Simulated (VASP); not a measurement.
Write the native input for VASP 6.6.1 that does the following.

| Item | Value |
| --- | --- |
| Task | relaxation of cell and atoms |
| Functional | PBE |
| Potentials or basis | VASP PAW PBE potentials, release 64 (Mo_sv, Pb_d) |
| Cutoff | 600 eV |
| k mesh | 6 × 6 × 6 |
| Occupations | gaussian, width 0.1 eV |
| Spin | no spin polarisation |
| Dipole correction | no |
| Further INCAR settings | ALGO = Normal; EDIFF = 1e-07; IBRION = 2; EDIFFG = -0.04; NSW = 90; ISIF = 3 |

The structure of MoPb lies in POSCAR:

```
MoPb
1.0
    3.6036517826      0.0000000000      0.0000000000
    0.0000000000      3.6036517826      0.0000000000
    0.0000000000      0.0000000000      3.6036517826
Mo Pb
1 1
Direct
    0.0000000000      0.0000000000      0.0000000000
    0.5000000000      0.5000000000      0.5000000000
```

The input as run:

INCAR

```
SYSTEM = MoPb
ALGO = Normal ; EDIFF = 1E-7
EDIFFG = -0.04 ; ENCUT = 600
GGA = PE ; IBRION = 2
ISIF = 3 ; ISMEAR = 0
LASPH = .True. ; LCHARG = .False.
LREAL = .False. ; LWAVE = .False.
NELM = 80 ; NSW = 90
PREC = Accurate ; SIGMA = 0.1
```

KPOINTS

```
k-points
0
Gamma
  6 6 6
  0 0 0
```

Potentials or basis: VASP PAW PBE potentials, release 64 (Mo_sv, Pb_d).

Run with:

```sh
$ cat potpaw_PBE.64/Mo_sv/POTCAR potpaw_PBE.64/Pb_d/POTCAR > POTCAR
$ mpirun -np 1 vasp_std > vasp.out
```

It gave:

```json
{
 "Relaxed volume": "19.88 Å³/atom",
 "Relaxed cell": "a = 3.413 Å, b = 3.413 Å, c = 3.413 Å, α = 90.00°, β = 90.00°, γ = 90.00°",
 "Space group after relaxing (to 0.05 Å)": "Pm-3m (No. 221)",
 "Energy gained by relaxing": "187.3 meV/atom",
 "Ionic steps": "4",
 "Pressure after relaxing": "-0.1 GPa",
 "Band gap on the k mesh": "zero (band 14 reaches 12.55 eV, above the bottom of band 15 at 10.42 eV)"
}
```

Caveat: the volume moved by over 15 % at a fixed basis, so the end points are rough; spin-orbit coupling is left out, which moves the levels of the heavy elements.

Run time: 30 s on 1 thread of Intel(R) Xeon(R) 6975P-C (Granite Rapids) (shared host), peak memory 0.18 GiB.
